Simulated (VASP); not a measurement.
Input of a VASP 6.6.1 run:

Contents of POSCAR:

```
Ir
1.0
    4.2897947663      0.0000000000      0.0000000000
   -2.1448973831      3.7150712447      0.0000000000
    0.0000000000      0.0000000000      2.6493992814
Ir
3
Direct
    1.0000000000      1.0000000000      0.0000000000
    0.3333333333      0.6666666667      0.5000000000
    0.6666666667      0.3333333333      0.5000000000
```

INCAR.step1

```
PREC = Accurate
ENCUT = 520
ISMEAR = -1
SIGMA = 0.1
LREAL = F
LASPH = T
NELM = 60
NBANDS = 20
GGA = PE
ALGO = Normal
EDIFF = 1E-4
LWAVE = T
LCHARG = F
```

INCAR.step2

```
PREC = Accurate
ENCUT = 520
EDIFF = 1E-6
ISMEAR = -1
SIGMA = 0.1
LREAL = F
LASPH = T
NELM = 60
ALGO = Normal
ISIF = 2
LWAVE = F
LCHARG = T
METAGGA = R2SCAN
LMIXTAU = T
LELF = T
LVHAR = T
NBANDS = 20
ISTART = 1
```

The input KPOINTS:

```
regular mesh
0
Gamma
  10 10 13
```

Potentials or basis: VASP PAW PBE potentials, release 64 (Ir).

Command:

```sh
$ cat potpaw_PBE.64/Ir/POTCAR > POTCAR
$ cp INCAR.step1 INCAR
$ mpirun -np 1 vasp_std > vasp.out
$ cp INCAR.step2 INCAR
$ mpirun -np 1 vasp_std > vasp.out
```

(1) Predict the pressure.

Results:

(1) 18.5 GPa.

Caveat: the PAW data sets were made with another functional, which shifts forces and pressure a little.
